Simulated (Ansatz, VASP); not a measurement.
**Two plane-wave programs on Al**

INCAR

```
SYSTEM = Al
PREC = Accurate ; ENCUT = 520
EDIFF = 1E-7 ; ISMEAR = 0
SIGMA = 0.15 ; LREAL = .FALSE.
LASPH = .TRUE. ; NELM = 60
ALGO = Fast ; ISIF = 2
LWAVE = .FALSE. ; LCHARG = .FALSE.
GGA = PE ; IVDW = 12
NBANDS = 8
```

KPOINTS

```
Automatic mesh
0
G
  22 22 22
  0 0 0
```

The input POSCAR:

```
Al
1.0
    0.0000000000      2.1809438354      1.4823875249
    2.1809438354      0.0000000000      1.4823875249
    2.1809438354      2.1809438354      0.0000000000
Al
1
Direct
    0.0000000000      0.0000000000      0.0000000000
```

Input for Ansatz:

```yaml
crystal:
  lattice:
    - [0.0, 2.1809438354, 1.4823875249]
    - [2.1809438354, 0.0, 1.4823875249]
    - [2.1809438354, 2.1809438354, 0.0]
  atoms:
    - { symbol: Al, position: [0.0, 0.0, 0.0] }
basis:
  ecutwfc: 420
kpoints:
  mp_grid: { grid: [22, 22, 22] }
hamiltonian:
  xc: pbe
  pseudopotentials: { kind: paw, azcp: { folder: soft_1 } }
  dispersion: d3bj
scf:
  occupations: { method: gaussian, width: 0.15 }
output:
  forces: true
  stress: true
  eigenvalues: true
```

Alike in both runs: task single point; functional PBE; dispersion D3(BJ); k mesh 22 × 22 × 22; occupations gaussian, width 0.15 eV; no spin polarisation.

|  | VASP | Ansatz |
| --- | --- | --- |
| version | VASP 6.6.1 | Ansatz 0.2.0 |
| potentials or method | VASP PAW PBE potentials, release 64 (Al), cutoff 520 eV | scalar-relativistic, plane waves, PAW |
| valence electrons in the cell | 3 | 3 |

```tsv
	VASP	Ansatz	Ansatz less VASP
gap on the k mesh at the Fermi level (eV)	none	none	-
pressure (GPa)	14.0	14.0	-0.03
traceless stress, the component that is largest in VASP (GPa)	-1.01	-1.01	+0.006
```

A gap of «none» marks a metal or a gap that the smearing closes.
